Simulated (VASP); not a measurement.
Wanted: the native input for a VASP 6.6.1 run.

```
Task                   : single point
Functional             : PBE
Potentials or basis    : VASP PAW PBE potentials, release 64 (Co, Si)
Cutoff                 : 520 eV
k mesh                 : 16 × 16 × 16
Occupations            : gaussian, width 0.15 eV
Spin                   : no spin polarisation
Dipole correction      : no
Further INCAR settings : ALGO = Normal; EDIFF = 1e-06; NBANDS = 16
```

The structure of CoSi2 lies in POSCAR:

```
CoSi2
1.0
    0.0000000000      2.6799390597      2.6799390597
    2.6799390597      0.0000000000      2.6799390597
    2.6799390597      2.6799390597      0.0000000000
Co Si
1 2
Direct
    0.0000000000      0.0000000000      0.0000000000
    0.2176848845      0.2176848845      0.2176848845
    0.7823151155      0.7823151155      0.7823151155
```

This cell differs from its parent crystal: mode 4 (324.9 1/cm) frozen in, largest displacement +0.300 Å.

These files were run (other wordings do the same):

INCAR

```
SYSTEM = CoSi2
ALGO = Normal
EDIFF = 1E-6
ENCUT = 520
GGA = PE
ISIF = 2
ISMEAR = 0
LASPH = .TRUE.
LCHARG = .FALSE.
LREAL = .FALSE.
LWAVE = .FALSE.
NBANDS = 16
NELM = 60
PREC = Accurate
SIGMA = 0.15
```

KPOINTS

```
k-points
0
G
  16 16 16
  0 0 0
```

Potentials or basis: VASP PAW PBE potentials, release 64 (Co, Si).

Launch:

```console
$ cat potpaw_PBE.64/Co/POTCAR potpaw_PBE.64/Si/POTCAR > POTCAR
$ mpirun -np 1 vasp_std > vasp.out
```

It gave:

* Pressure: 16.1 GPa
* Largest force: 4.941 eV/Å

Caveat: the cell differs from its parent crystal (mode 4 (324.9 1/cm) frozen in, largest displacement +0.300 Å); forces of over 1 eV/Å act on the atoms, so gaps and moduli don't describe the material at rest.

Run time: 3.3 min on 1 thread of Intel(R) Xeon(R) Platinum 8259CL CPU @ 2.50GHz (Skylake/Cascade Lake), with other jobs on the host, peak memory 0.36 GiB.
